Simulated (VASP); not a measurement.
Runs of VASP 6.6.1 on V. The structure is that of space group Im-3m (No. 229), or close to it. The cells are those of the table. 

```tsv
task	cell	cutoff (eV)	gap on the mesh (eV)	pressure (GPa)
relaxation of cell and atoms	relaxed to 220 GPa from a = 2.201 Å, angles 109.5°, 1 atom	600	none	219.9
single point	a = 2.197 Å, angles 109.5°, 1 atom	520	none	225.4
single point	a = 2.201 Å, angles 109.5°, 1 atom	520	none	221.3
single point	a = 2.595 Å, angles 109.5°, 1 atom	520	none	(a)
relaxation of cell and atoms	relaxed to 220 GPa from a = 2.197 Å, angles 109.5°, 1 atom	600	none	220.0
single point	a = 2.198 Å, angles 109.5°, 1 atom	520	none	225.2
```

Alike in all rows: level PBE; potentials or basis VASP PAW PBE potentials, release 64 (V_sv); no spin polarisation; k mesh 21 × 21 × 21; smearing fermi-dirac 0.05 eV.

**Question.** Estimate the missing entries.

**Answer.** (a) 0.2.

Caveats: the cell is relaxed towards a set pressure, so the enthalpy falls and the energy may rise (some runs).

A gap of «none» marks levels without a gap at the run's occupations.
